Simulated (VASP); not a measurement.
# LiBe (Pm-3m) in VASP: a series of runs, part 2 of 2

VASP 6.6.1. Earlier steps stand in the parts before.

### 4 Relaxation of cell and atoms, r2SCAN, target pressure 20 GPa, at which the enthalpy is minimised

This run uses another cell than the first one, of 11.09 Å³/atom, 0.989 times its volume.

POSCAR

```
LiBe
1.0
    2.8100000000      0.0000000000      0.0000000000
    0.0000000000      2.8100000000      0.0000000000
    0.0000000000      0.0000000000      2.8100000000
Li Be
1 1
Direct
    0.0000000000      0.0000000000      0.0000000000
    0.5000000000      0.5000000000      0.5000000000
```

INCAR.step1

```
SYSTEM = LiBe
PREC = Accurate
ENCUT = 600
ISMEAR = 1
SIGMA = 0.1
LREAL = .FALSE.
LASPH = .TRUE.
NELM = 100
GGA = PE
ALGO = Normal
EDIFF = 1E-4
LWAVE = .TRUE.
LCHARG = .FALSE.
```

INCAR.step2

```
SYSTEM = LiBe
PREC = Accurate
ENCUT = 600
EDIFF = 1E-6
ISMEAR = 1
SIGMA = 0.1
LREAL = .FALSE.
LASPH = .TRUE.
NELM = 100
ALGO = Normal
ISIF = 3
LWAVE = .FALSE.
LCHARG = .FALSE.
METAGGA = R2SCAN
LMIXTAU = .TRUE.
IBRION = 2
NSW = 80
EDIFFG = -0.02
PSTRESS = 200.0
ISTART = 1
```

KPOINTS

```
regular mesh
0
G
  7 7 7
  0 0 0
```

Potentials or basis: VASP PAW PBE potentials, release 64 (Li_sv, Be).

Run with:

```console
$ cat potpaw_PBE.64/Li_sv/POTCAR potpaw_PBE.64/Be/POTCAR > POTCAR
$ cp INCAR.step1 INCAR
$ mpirun -np 1 vasp_std > vasp.out
$ cp INCAR.step2 INCAR
$ mpirun -np 1 vasp_std > vasp.out
```

OUTCAR:

```text
SYSTEM = LiBe
   PREC = Accurate
   ENCUT = 600
   EDIFF = 1E-6
   ISMEAR = 1
   LREAL = .FALSE.
   LASPH = .TRUE.
   NELM = 100
   ISIF = 3
   METAGGA = R2SCAN
   IBRION = 2
   NSW = 80
   EDIFFG = -0.02
   PSTRESS = 200.0
   ISTART = 1

 ion  position               nearest neighbor table
   1  0.000  0.000  0.000-   2 2.43   2 2.43   2 2.43   2 2.43   2 2.43   2 2.43   2 2.43   2 2.43

   2  0.500  0.500  0.500-   1 2.43   1 2.43   1 2.43   1 2.43   1 2.43   1 2.43   1 2.43   1 2.43

  LATTYP: Found a simple cubic cell.
 ALAT       =     2.8100000000

  Lattice vectors:

 A1 = (   2.8100000000,   0.0000000000,   0.0000000000)
 A2 = (   0.0000000000,   2.8100000000,   0.0000000000)
 A3 = (   0.0000000000,   0.0000000000,   2.8100000000)

Analysis of symmetry for initial positions (statically):
=====================================================================
 Subroutine PRICEL returns:
 Original cell was already a primitive cell.

 Routine SETGRP: Setting up the symmetry group for a
 simple cubic supercell.

 Subroutine GETGRP returns: Found 48 space group operations
 (whereof 48 operations were pure point group operations)
 out of a pool of 48 trial point group operations.

The static configuration has the point symmetry O_h .

Analysis of symmetry for dynamics (positions and initial velocities):
[... 134 lines left out ...]
   IVDW    =     0    specifies the selected vdW correction
   LEPSILON=     F    determine dielectric tensor
   LRPA    =     F    only Hartree local field effects (RPA)
 conjugate gradient relaxation of ions
 non-spin polarized calculation
 Methfessel and Paxton  Order N= 1 SIGMA  =   0.10
  energy-cutoff  :      600.00
  volume of cell :       22.19
 maximum number of plane-waves:       747
 NGX is ok and might be reduce to    24
   NGX = 11   NGY = 11   NGZ = 11

--------------------------------------- Ionic step        1  -------------------------------------------

 number of electron       5.0000007 magnetization

 Free energy of the ion-electron system (eV)
  ---------------------------------------------------
  ext. energy  EPLUGINS =         0.00000000
  ---------------------------------------------------
  free energy    TOTEN  =        -6.00690879 eV

  energy without entropy =       -6.00537860  energy(sigma->0) =       -6.00639873

 E-fermi :   2.9890     XC(G=0):  -9.7253

 val. band max:        2.9606740351   @ k =   0.4286   0.2857   0.2857
 cond. band min:       3.5198695677   @ k =   0.4286   0.4286   0.2857
 fundamental gap:      0.5591955326
 Fermi energy:         2.9889705978

 k-point     1 :       0.0000    0.0000    0.0000
  band No.  band energies     occupation
      1     -43.4370      2.00000
      2      -4.0861      2.00000
      3       9.7237      0.00000
      4       9.7237      0.00000
      5       9.7237      0.00000
      6      14.0956      0.00000
[... 282 lines left out ...]
--------------------------------------- Ionic step        4  -------------------------------------------

 number of electron       5.0000003 magnetization

 Free energy of the ion-electron system (eV)
  ---------------------------------------------------
  ext. energy  EPLUGINS =         0.00000000
  ---------------------------------------------------
  free energy    TOTEN  =        -5.75985652 eV

  energy without entropy =       -5.75832632  energy(sigma->0) =       -5.75934645

 E-fermi :   4.3009     XC(G=0): -10.5373

 val. band max:        4.2726354890   @ k =   0.4286   0.2857   0.2857
 cond. band min:       4.8413100081   @ k =   0.4286   0.4286   0.2857
 fundamental gap:      0.5686745191
 Fermi energy:         4.3009320518

 k-point     1 :       0.0000    0.0000    0.0000
  band No.  band energies     occupation
      1     -41.8717      2.00000
      2      -3.2657      2.00000
      3      12.2961      0.00000
      4      12.2961      0.00000
      5      12.2961      0.00000
      6      16.9293      0.00000
[... 202 lines left out ...]
  energy  without entropy=       -5.7583263238  energy(sigma->0) =       -5.75934645

  enthalpy is  TOTEN    =        -3.5792357977 eV   P V=        2.1806207177

 reached required accuracy - stopping structural energy minimisation
```

OSZICAR.step1:

```text
N       E                     dE             d eps       ncg     rms          rms(c)
DAV:   1     0.160742624092E+01    0.16074E+01   -0.17760E+03   240   0.730E+02
DAV:   2    -0.476150252496E+01   -0.63689E+01   -0.61896E+01   360   0.893E+01
DAV:   3    -0.497844079643E+01   -0.21694E+00   -0.21694E+00   300   0.136E+01
DAV:   4    -0.499204539528E+01   -0.13605E-01   -0.13605E-01   360   0.269E+00
DAV:   5    -0.499223116579E+01   -0.18577E-03   -0.18577E-03   294   0.281E-01    0.606E-01
DAV:   6    -0.498808095182E+01    0.41502E-02   -0.20699E-03   408   0.313E-01    0.383E-01
DAV:   7    -0.498710008720E+01    0.98086E-03   -0.39684E-03   348   0.530E-01    0.507E-02
DAV:   8    -0.498705042959E+01    0.49658E-04   -0.21801E-04   210   0.134E-01
   1 F= -.49870504E+01 E0= -.49865404E+01  d E =-.153019E-02
```

Run time: 41 s. Hardware: 1 thread of Intel Xeon Platinum 8259CL at 2.50GHz (Skylake/Cascade Lake), shared host; peak memory 0.14 GiB.

What came out:

```yaml
Free_energy: -5.7599 eV
Relaxed_volume: 8.73 Å³/atom
Relaxed_cell: a = 2.595 Å, b = 2.595 Å, c = 2.595 Å, α = 90.00°, β = 90.00°, γ = 90.00°
Space_group_after_relaxing_to_0.05_Å: Pm-3m (No. 221)
Energy_change_on_relaxing_the_enthalpy_is_what_falls: +123.5 meV/atom
Ionic_steps: 4
Pressure_after_relaxing: 20.1 GPa
```

Step by step:
| step | energy change (eV) | largest force (eV/Å) | pressure (GPa) | volume (Å³) |
| --- | --- | --- | --- | --- |
| 1 | 0.0000 | 0.0000 | 0.74 | 22.19 |
| 2 | 0.1696 | 0.0000 | 15.50 | 18.17 |
| 3 | 0.2366 | 0.0000 | 19.53 | 17.55 |
| 4 | 0.2471 | 0.0000 | 20.11 | 17.47 |

Final structure:
```xyz
2
Lattice="2.5947 0.0000 0.0000 0.0000 2.5947 0.0000 0.0000 0.0000 2.5947" Properties=species:S:1:pos:R:3 pbc="T T T"
Li    0.0000    0.0000    0.0000
Be    1.2973    1.2973    1.2973
```

Caveat: the cutoff is under 1.25 times the usual one of these potentials, so pressure, stress and relaxed cells hold a basis-set (Pulay) error; the cell is relaxed towards a set pressure, so the enthalpy falls and the energy may rise; the volume moved by over 15 % at a fixed basis, so the end points are rough; the PAW data sets were made with another functional, which shifts forces and pressure a little.

### 5 Summary

| task | cell | cutoff (eV) | gap on the mesh (eV) | pressure (GPa) |
| --- | --- | --- | --- | --- |
| single point | a = 2.820 Å, 2 atoms | 520 | none | - |
| relaxation of cell and atoms | relaxed from a = 2.810 Å, 2 atoms | 600 | none | 0.1 |
| relaxation of cell and atoms | relaxed to 20 GPa from a = 2.810 Å, 2 atoms | 600 | none | 20.1 |

Alike in all rows: level r2SCAN; potentials or basis VASP PAW PBE potentials, release 64 (Li_sv, Be); no spin polarisation; k mesh 7 × 7 × 7; smearing methfessel-paxton 0.1 eV.

Caveats: the cutoff is under 1.25 times the usual one of these potentials, so pressure, stress and relaxed cells hold a basis-set (Pulay) error; the PAW data sets were made with another functional, which shifts forces and pressure a little; the cell is relaxed towards a set pressure, so the enthalpy falls and the energy may rise (some runs); the volume moved by over 15 % at a fixed basis, so the end points are rough (some runs).

Total energies depend on the potentials used, so only differences within one code and one set of settings carry meaning.
